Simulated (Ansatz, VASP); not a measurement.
**One calculation of Pd, two programs**

```
Pd
1.0
     0.00000    1.97043    1.97043
     1.97043    0.00000    1.97043
     1.97043    1.97043    0.00000
Pd
1
Direct
  0.00000 0.00000 0.00000
```

Alike in both runs: functional PBE; k mesh 10 × 10 × 10; occupations gaussian, width 0.1 eV; no spin polarisation.

Ansatz relaxed the structure, and its values are those at the end. VASP's run is a single point on that final structure, the one shown.

|  | VASP | Ansatz |
| --- | --- | --- |
| version | VASP 6.6.1 | Ansatz 0.2.0 |
| potentials or method | VASP PAW PBE potentials, release 64 (Pd), cutoff 520 eV | scalar-relativistic, plane waves, PAW |
| valence electrons in the cell | 10 | 18 |

```tsv
	VASP	Ansatz	Ansatz less VASP
gap on the k mesh at the Fermi level (eV)	none	none	-
pressure (GPa)	-0.2	0.0	+0.27
```

A gap of «none» marks a metal or a gap that the smearing closes. With one functional, cell and mesh, what is left measures potentials, basis and numerics. VASP's potentials hold 10 valence electrons a cell and Ansatz's 18, so a difference there can come from the potentials and not from the codes.
